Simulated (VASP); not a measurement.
# Al2Cu (Ibam) in VASP: a series of runs

Runs on Al2Cu. Level: PBEsol. Tasks: single point.

All numbers are computed with VASP 6.6.1; they aren't measurements. Logs are shortened: lines on timing, memory, paths and dates and some standing lists are left out, and cuts for length are marked.

**1. The cell of the first run**

The structure is orthorhombic, space group Ibam (No. 72). Conventional cell: a = 5.993 Å, b = 6.053 Å, c = 4.828 Å, α = 90.00°, β = 90.00°, γ = 90.00°. Al (site symmetry m) has 4 Cu at 2.56 to 2.57 Å and 11 Al at 2.71 to 3.22 Å within 3.4 Å. Cu (site symmetry 222) has 2 Cu at 2.41 Å and 8 Al at 2.56 to 2.57 Å within 3.2 Å.

**2. Single point, PBEsol (strain +0.0100 x Voigt [0, 1, 0, 0, 0, 0])**

Input file INCAR:

```
SYSTEM = Al2Cu
PREC     = Accurate       ! precision mode
ENCUT    = 520            ! plane-wave cutoff, eV
EDIFF    = 1E-7           ! SCF threshold, eV
ISMEAR   = 0              ! smearing method
SIGMA    = 0.15           ! smearing width, eV
LREAL    = .False.        ! projectors in reciprocal space
LASPH    = .True.         ! aspherical terms in the spheres
NELM     = 80             ! most SCF steps
ALGO     = Fast           ! electronic algorithm
ISIF     = 2              ! what is computed and relaxed
LWAVE    = .False.        ! write WAVECAR
LCHARG   = .True.         ! write CHGCAR
GGA      = PS             ! functional
LELF     = .True.         ! ELF
LVHAR    = .True.       
NBANDS   = 26             ! bands
```

Input file KPOINTS:

```
regular mesh
0
Gamma
  12 12 12
  0 0 0
```

Input file POSCAR:

```
Al2Cu
1.0
   -2.9965506908      3.0265161977      2.4139243088
    2.9965506908     -3.0265161977      2.4139243088
    2.9965506908      3.0265161977     -2.4139243088
Al Cu
4 2
Direct
    0.1593199577      0.6593199577      0.8186399154
    0.6593199577      0.8406800423      0.5000000000
    0.8406800423      0.3406800423      0.1813600846
    0.3406800423      0.1593199577      0.5000000000
    0.7500000000      0.7500000000      0.0000000000
    0.2500000000      0.2500000000      0.0000000000
```

Potentials or basis: VASP PAW PBE potentials, release 64 (Al, Cu).

The run is started by

```console
> cat potpaw_PBE.64/Al/POTCAR potpaw_PBE.64/Cu/POTCAR > POTCAR
> mpirun -np 1 vasp_std > vasp.out
```

OUTCAR:

```text
SYSTEM = Al2Cu
   PREC = Accurate
   ENCUT = 520
   EDIFF = 1E-7
   ISMEAR = 0
   LREAL = .False.
   LASPH = .True.
   NELM = 80
   ISIF = 2
   GGA = PS

 ion  position               nearest neighbor table
   1  0.159  0.659  0.819-   6 2.56   5 2.56   5 2.57   6 2.57   3 2.71   3 2.87   3 2.87   2 3.08
                             2 3.08   4 3.09   4 3.09   4 3.19   4 3.19   2 3.22   2 3.22
   2  0.659  0.841  0.500-   5 2.56   6 2.56   6 2.57   5 2.57   4 2.71   4 2.87   4 2.87   1 3.08
                             1 3.08   3 3.09   3 3.09   3 3.19   3 3.19   1 3.22   1 3.22
   3  0.841  0.341  0.181-   6 2.56   5 2.56   5 2.57   6 2.57   1 2.71   1 2.87   1 2.87   4 3.08
                             4 3.08   2 3.09   2 3.09   2 3.19   2 3.19   4 3.22   4 3.22
   4  0.341  0.159  0.500-   5 2.56   6 2.56   6 2.57   5 2.57   2 2.71   2 2.87   2 2.87   3 3.08
                             3 3.08   1 3.09   1 3.09   1 3.19   1 3.19   3 3.22   3 3.22
   5  0.750  0.750  0.000-   6 2.41   6 2.41   2 2.56   3 2.56   4 2.56   1 2.56   2 2.57   3 2.57
                             1 2.57   4 2.57
   6  0.250  0.250  0.000-   5 2.41   5 2.41   2 2.56   4 2.56   1 2.56   3 2.56   3 2.57   4 2.57
                             2 2.57   1 2.57

  LATTYP: Found a body centered orthorhombic cell.
 ALAT       =     4.8278486176
 B/A-ratio  =     1.2413606673
 C/A-ratio  =     1.2537742740

  Lattice vectors:

 A1 = (   2.9965506908,  -3.0265161977,   2.4139243088)
 A2 = (  -2.9965506908,  -3.0265161977,  -2.4139243088)
 A3 = (   2.9965506908,   3.0265161977,  -2.4139243088)

Analysis of symmetry for initial positions (statically):
=====================================================================
 Subroutine PRICEL returns:
 Original cell was already a primitive cell.

 Routine SETGRP: Setting up the symmetry group for a
 body centered orthorhombic supercell.

 Subroutine GETGRP returns: Found  8 space group operations
 (whereof  4 operations were pure point group operations)
 out of a pool of  8 trial point group operations.

The static configuration has the point symmetry C_2h.
 The point group associated with its full space group is D_2h.

Analysis of symmetry for dynamics (positions and initial velocities):
=====================================================================
 Subroutine PRICEL returns:
 Original cell was already a primitive cell.

 Routine SETGRP: Setting up the symmetry group for a
 body centered orthorhombic supercell.

 Subroutine GETGRP returns: Found  8 space group operations
 (whereof  4 operations were pure point group operations)
 out of a pool of  8 trial point group operations.

The dynamic configuration has the point symmetry C_2h.
 The point group associated with its full space group is D_2h.

 Subroutine INISYM returns: Found  8 space group operations
 (whereof  4 operations are pure point group operations),
 and found     1 'primitive' translations

----------------------------------------------------------------------------------------

                                     Primitive cell

  volume of cell :      87.5686

  direct lattice vectors                    reciprocal lattice vectors
    -2.996550691  3.026516198  2.413924309     0.000000000  0.165206451  0.207131598
     2.996550691 -3.026516198  2.413924309     0.166858516  0.000000000  0.207131598
     2.996550691  3.026516198 -2.413924309     0.166858516  0.165206451  0.000000000

  length of vectors
     4.895523149  4.895523149  4.895523149     0.264946543  0.265979817  0.234808296

  position of ions in fractional coordinates (direct lattice)
     0.159319958  0.659319958  0.818639915
     0.659319958  0.840680042  0.500000000
     0.840680042  0.340680042  0.181360085
     0.340680042  0.159319958  0.500000000
     0.750000000  0.750000000  0.000000000
     0.250000000  0.250000000  0.000000000

  ion indices of the primitive-cell ions
   primitive index   ion index
                 1           1
                 2           2
                 3           3
                 4           4
                 5           5
                 6           6

----------------------------------------------------------------------------------------

 KPOINTS: regular mesh

Automatic generation of k-mesh.
 Grid dimensions read from file:
 generate k-points for:   12   12   12

 Generating k-lattice:

  Cartesian coordinates                     Fractional coordinates (reciprocal lattice)
     0.000000000  0.013767204  0.017260967     0.083333333  0.000000000  0.000000000
     0.013904876  0.000000000  0.017260967     0.000000000  0.083333333 -0.000000000
     0.013904876  0.013767204  0.000000000     0.000000000 -0.000000000  0.083333333

  Length of vectors
     0.022078879  0.022164985  0.019567358

  Shift w.r.t. Gamma in fractional coordinates (k-lattice)
     0.000000000  0.000000000  0.000000000

 Subroutine IBZKPT returns following result:
 ===========================================

 Found    280 irreducible k-points:

 Following reciprocal coordinates:
            Coordinates               Weight
  0.000000  0.000000  0.000000      1.000000
  0.083333 -0.000000  0.000000      4.000000
  0.166667 -0.000000  0.000000      4.000000
  0.250000 -0.000000  0.000000      4.000000
  0.333333 -0.000000  0.000000      4.000000
  0.416667 -0.000000  0.000000      4.000000
[... 16 lines left out ...]
  0.250000  0.166667  0.000000      8.000000
  0.333333  0.166667  0.000000      8.000000
 [... further k-points ...]
   k-points           NKPTS =    280   k-points in BZ     NKDIM =    280   number of bands    NBANDS=     26
   number of dos      NEDOS =    301   number of ions     NIONS =      6
   total plane-waves  NPLWV =  46656
   dimension x,y,z NGX =    36 NGY =   36 NGZ =   36
   dimension x,y,z NGXF=    72 NGYF=   72 NGZF=   72
   ions per type =               4   2
   NGX,Y,Z   is equivalent  to a cutoff of  12.23, 12.23, 12.23 a.u.
   NGXF,Y,Z  is equivalent  to a cutoff of  24.45, 24.45, 24.45 a.u.
 SYSTEM =  Al2Cu
   PREC   = accura    normal or accurate (medium, high low for compatibility)
   ISTART =      0    job   : 0-new  1-cont  2-samecut
   ICHARG =      2    charge: 1-file 2-atom 10-const
   ISPIN  =      1    spin polarized calculation?
   LNONCOLLINEAR =      F non collinear calculations
   LSORBIT =      F    spin-orbit coupling
   LASPH  =      T    aspherical Exc in radial PAW
   ENCUT  =  520.0 eV  38.22 Ry    6.18 a.u.   9.10  9.10  9.10*2*pi/ulx,y,z
   NELM   =     80;   NELMIN=  2; NELMDL= -5     # of ELM steps
   EDIFF  = 0.1E-06   stopping-criterion for ELM
   LREAL  =      F    real-space projection
   EDIFFG = 0.1E-05   stopping-criterion for IOM
   NSW    =      0    number of steps for IOM
   IBRION =     -1    ionic relax: 0-MD 1-quasi-New 2-CG
   NFREE  =      0    steps in history (QN), initial steepest desc. (CG)
   ISIF   =      2    stress and relaxation
   ISYM   =      2    0-nonsym 1-usesym 2-fastsym
   POTIM  = 0.5000    time-step for ionic-motion
   TEBEG  =    0.0;   TEEND  =   0.0 temperature during run
   PSTRESS=    0.0 pullay stress
   NELECT =      34.0000    total number of electrons
   NUPDOWN=      -1.0000    fix difference up-down
   EMIN   =  10.00;   EMAX   =-10.00  energy-range for DOS
   EFERMI =   0.00;   METHOD = LEGACY
   ISMEAR =     0;   SIGMA  =   0.15  broadening in eV -4-tet -1-fermi 0-gaus
   EFERMI_NEDOS =   21; number of points for ismear=-14 and -15
   IALGO  =     68    algorithm
   IMIX   =      4    mixing-type and parameters
     AMIX     =   0.40;   BMIX     =  1.00
     AMIX_MAG =   1.60;   BMIX_MAG =  1.00
  volume/ion in A,a.u.               =      14.59        98.49
  Fermi-wavevector in a.u.,A,eV,Ry     =   1.194314  2.256925 19.407146  1.426385
  Thomas-Fermi vector in A             =   2.330307
   LORBIT       =      0    0 simple, 1 ext, 2 COOP (PROOUT), +10 PAW based schemes
   GGA     = PS    functional components
   LHFCALC =     F    Hartree Fock is set to
   AEXX    =    0.0000 exact exchange contribution
   IVDW    =     0    specifies the selected vdW correction
   LEPSILON=     F    determine dielectric tensor
   LRPA    =     F    only Hartree local field effects (RPA)
 non-spin polarized calculation
 RMM-DIIS sequential band-by-band and
 Gauss-broadening in eV      SIGMA  =   0.15
  energy-cutoff  :      520.00
  volume of cell :       87.57
 maximum number of plane-waves:      2388
   NGX = 19   NGY = 19   NGZ = 19

 number of electron      33.9999993 magnetization

 Free energy of the ion-electron system (eV)
  ---------------------------------------------------
  ext. energy  EPLUGINS =         0.00000000
  ---------------------------------------------------
  free energy    TOTEN  =       -26.01394193 eV

  energy without entropy =      -25.99056433  energy(sigma->0) =      -26.00225313

 E-fermi :   8.1137     XC(G=0): -11.0359

 val. band max:        8.1136584687   @ k =   0.0833   0.2500   0.0000
 cond. band min:       8.1194516481   @ k =   0.1667  -0.0000   0.0000
 fundamental gap:      0.0057931794
 Fermi energy:         8.1137414352

 k-point     1 :       0.0000    0.0000    0.0000
  band No.  band energies     occupation
      1      -2.7808      2.00000
      2       2.6901      2.00000
      3       2.8961      2.00000
      4       2.9009      2.00000
      5       2.9030      2.00000
      6       3.8285      2.00000
[... 18 lines left out ...]
     25      13.5377      0.00000
     26      13.9537      0.00000

 k-point     2 :       0.0833   -0.0000    0.0000
  band No.  band energies     occupation
      1      -2.7072      2.00000
      2       2.6846      2.00000
      3       2.8809      2.00000
      4       2.8981      2.00000
      5       2.9204      2.00000
      6       3.8157      2.00000
[... 18 lines left out ...]
     25      13.6193      0.00000
     26      14.3512      0.00000

 k-point     3 :       0.1667   -0.0000    0.0000
  band No.  band energies     occupation
      1      -2.4871      2.00000
      2       2.6720      2.00000
      3       2.7842      2.00000
      4       2.8890      2.00000
      5       2.9686      2.00000
      6       3.7698      2.00000
[... 18 lines left out ...]
     25      13.8630      0.00000
     26      14.4967      0.00000

 k-point     4 :       0.2500   -0.0000    0.0000
  band No.  band energies     occupation
      1      -2.1223      2.00000
      2       2.3890      2.00000
      3       2.6624      2.00000
      4       2.8704      2.00000
      5       3.0353      2.00000
      6       3.6730      2.00000
[... 18 lines left out ...]
     25      14.2866      0.00000
     26      14.6655      0.00000
[... 496 lines left out ...]
      1      -1.8375      2.00000
      2       2.2751      2.00000
      3       2.4559      2.00000
      4       2.6671      2.00000
      5       3.3543      2.00000
      6       3.5108      2.00000
[... 18 lines left out ...]
     25      14.6997      0.00000
     26      14.9615      0.00000

 k-point    23 :       0.2500    0.1667    0.0000
  band No.  band energies     occupation
      1      -1.3026      2.00000
      2       1.5275      2.00000
      3       2.0856      2.00000
      4       2.6483      2.00000
      5       3.4552      2.00000
      6       3.5642      2.00000
[... 18 lines left out ...]
     25      14.5865      0.00000
     26      15.4589      0.00000

 k-point    24 :       0.3333    0.1667    0.0000
  band No.  band energies     occupation
      1      -0.6350      2.00000
      2       0.6292      2.00000
      3       1.8128      2.00000
      4       2.6633      2.00000
      5       3.3740      2.00000
      6       3.6376      2.00000
[... 18 lines left out ...]
     25      14.4831      0.00000
     26      14.9101      0.00000

 [... further k-points ...]

------------------------ aborting loop because EDIFF is reached ----------------------------------------

  FORCE on cell =-STRESS in cart. coord.  units (eV):
  Direction    XX          YY          ZZ          XY          YZ          ZX
  --------------------------------------------------------------------------------------
  -------------------------------------------------------------------------------------
  Total       -0.1047057     -0.7656736     -0.3114626     -0.0000000      0.0000000      0.0000000
  in kB       -1.9157233    -14.0089624     -5.6986002     -0.0000000      0.0000000      0.0000000
  external PRESSURE =      -7.2077620 kB  Pullay stress =       0.0000000 kB

 VOLUME and BASIS-vectors are now :
 -----------------------------------------------------------------------------
  energy-cutoff  :      520.00
  volume of cell :       87.57
      direct lattice vectors                 reciprocal lattice vectors
    -2.996550691  3.026516198  2.413924309     0.000000000  0.165206451  0.207131598
     2.996550691 -3.026516198  2.413924309     0.166858516  0.000000000  0.207131598
     2.996550691  3.026516198 -2.413924309     0.166858516  0.165206451  0.000000000

 POSITION                                       TOTAL-FORCE (eV/Angst)
 -----------------------------------------------------------------------------------
      3.95137      0.96437     -0.00000        -0.042548      0.010538      0.000000
      2.04173      0.96437      2.41392         0.042548      0.010538      0.000000
     -0.95482      2.06215      2.41392         0.042548     -0.010538      0.000000
      0.95482      2.06215      0.00000        -0.042548     -0.010538     -0.000000
      0.00000      0.00000      3.62089        -0.000000      0.000000     -0.000000
      0.00000      0.00000      1.20696        -0.000000      0.000000     -0.000000
 -----------------------------------------------------------------------------------
    total drift:                                0.000000     -0.000000      0.000000

  FREE ENERGIE OF THE ION-ELECTRON SYSTEM (eV)
  ---------------------------------------------------
  free  energy   TOTEN  =       -26.0139419320 eV

  energy  without entropy=      -25.9905643284  energy(sigma->0) =      -26.00225313
```

Run time: 22 min. Hardware: 1 thread of Oxide Virtual Turin-like, shared host; peak memory 0.57 GiB.

Results:

| Item | Value |
| --- | --- |
| Free energy | -26.0139 eV |
| Pressure | -0.7 GPa |
| Largest force | 0.044 eV/Å |
| Band gap on the k mesh | zero (bands 17 and 18 overlap by 4.38 eV) |

Forces in eV/Å, atoms in the order of the input:
```
Al  -0.043  0.011  0.000
Al   0.043  0.011  0.000
Al   0.043 -0.011  0.000
Al  -0.043 -0.011  0.000
Cu   0.000  0.000  0.000
Cu   0.000  0.000  0.000
```

Stress tensor (GPa, compression positive):
```
-0.19  0.00  0.00
 0.00 -1.40  0.00
 0.00  0.00 -0.57
```

Levels at points of the mesh, in eV from the Fermi level:
```
           k point  band 14  band 15  band 16  band 17  band 18  band 19  band 20  band 21
(0.00, 0.00, 0.00)    -1.99    -1.39    -1.27    -1.19    -0.85    -0.25     0.08     1.47
(0.50, 0.00, 0.00)    -3.11    -2.62    -2.62     0.14     0.14     4.03     4.03     4.28
(0.00, 0.50, 0.00)    -3.14    -2.65    -2.65     0.29     0.29     4.10     4.10     4.38
(0.50, 0.50, 0.00)    -2.82    -1.54    -1.29    -0.90    -0.66     0.77     1.24     4.63
(0.50, 0.50, 0.50)    -3.27    -3.26    -1.82     2.63     2.95     2.96     3.34     4.15
```

Caveat: the cell differs from its parent crystal (strain +0.0100 x Voigt [0, 1, 0, 0, 0, 0]); the PAW data sets were made with another functional, which shifts forces and pressure a little.

**3. Single point, PBEsol (strain +0.0300 x Voigt [0, 1, 0, 0, 0, 0])**

Input file INCAR:

```
PREC     = Accurate       # precision mode
ENCUT    = 520            # plane-wave cutoff, eV
EDIFF    = 1E-6           # SCF threshold, eV
ISMEAR   = 0              # smearing method
SIGMA    = 0.15           # smearing width, eV
LREAL    = False          # projectors in reciprocal space
LASPH    = True           # aspherical terms in the spheres
NELM     = 80             # most SCF steps
ALGO     = Fast           # electronic algorithm
ISIF     = 2              # what is computed and relaxed
LWAVE    = False          # write WAVECAR
LCHARG   = True           # write CHGCAR
GGA      = PS             # functional
LELF     = True           # ELF
LVHAR    = True         
NBANDS   = 26             # bands
```

Input file KPOINTS:

```
regular mesh
0
Gamma
  12 12 12
```

Changes to POSCAR since step 2:

```diff
@@ -2,5 +2,5 @@
 1.0
-   -2.9965506908      3.0265161977      2.4139243088
-    2.9965506908     -3.0265161977      2.4139243088
-    2.9965506908      3.0265161977     -2.4139243088
+   -2.9965506908      3.0864472115      2.4139243088
+    2.9965506908     -3.0864472115      2.4139243088
+    2.9965506908      3.0864472115     -2.4139243088
 Al Cu
```

Potentials or basis: VASP PAW PBE potentials, release 64 (Al, Cu).

The run is started by

```console
> cat potpaw_PBE.64/Al/POTCAR potpaw_PBE.64/Cu/POTCAR > POTCAR
> mpirun -np 1 vasp_std > vasp.out
```

Run time: 22 min. Hardware: 1 thread of Oxide Virtual Turin-like, shared host; peak memory 0.61 GiB.

The run converged. Its results:

* Free energy: -25.9791 eV
* Pressure: -3.0 GPa
* Largest force: 0.103 eV/Å
* Band gap on the k mesh: zero (bands 17 and 18 overlap by 4.35 eV)

Forces in eV/Å, atoms in the order of the input:
```
Al  -0.092  0.047  0.000
Al   0.092  0.047  0.000
Al   0.092 -0.047  0.000
Al  -0.092 -0.047  0.000
Cu   0.000  0.000  0.000
Cu   0.000  0.000  0.000
```

Stress tensor (GPa, compression positive):
```
-1.66  0.00  0.00
 0.00 -5.31  0.00
 0.00  0.00 -1.91
```

Levels at points of the mesh, in eV from the Fermi level:
| k point | band 13 | band 14 | band 15 | band 16 | band 17 | band 18 | band 19 | band 20 | band 21 | band 22 |
| --- | --- | --- | --- | --- | --- | --- | --- | --- | --- | --- |
| (0.00, 0.00, 0.00) | -2.98 | -2.02 | -1.30 | -1.29 | -1.05 | -0.85 | -0.27 | 0.10 | 1.36 | 1.65 |
| (0.50, 0.00, 0.00) | -3.04 | -3.04 | -2.57 | -2.57 | -0.04 | -0.04 | 3.83 | 3.83 | 4.07 | 4.07 |
| (0.00, 0.50, 0.00) | -3.13 | -3.13 | -2.66 | -2.66 | 0.39 | 0.39 | 4.05 | 4.05 | 4.39 | 4.39 |
| (0.50, 0.50, 0.00) | -2.73 | -2.73 | -1.65 | -1.21 | -0.90 | -0.62 | 0.59 | 1.21 | 4.47 | 4.90 |
| (0.50, 0.50, 0.50) | -3.35 | -3.20 | -3.19 | -1.77 | 2.64 | 2.95 | 2.97 | 3.26 | 4.08 | 4.67 |

Caveat: the cell differs from its parent crystal (strain +0.0300 x Voigt [0, 1, 0, 0, 0, 0]); the PAW data sets were made with another functional, which shifts forces and pressure a little.
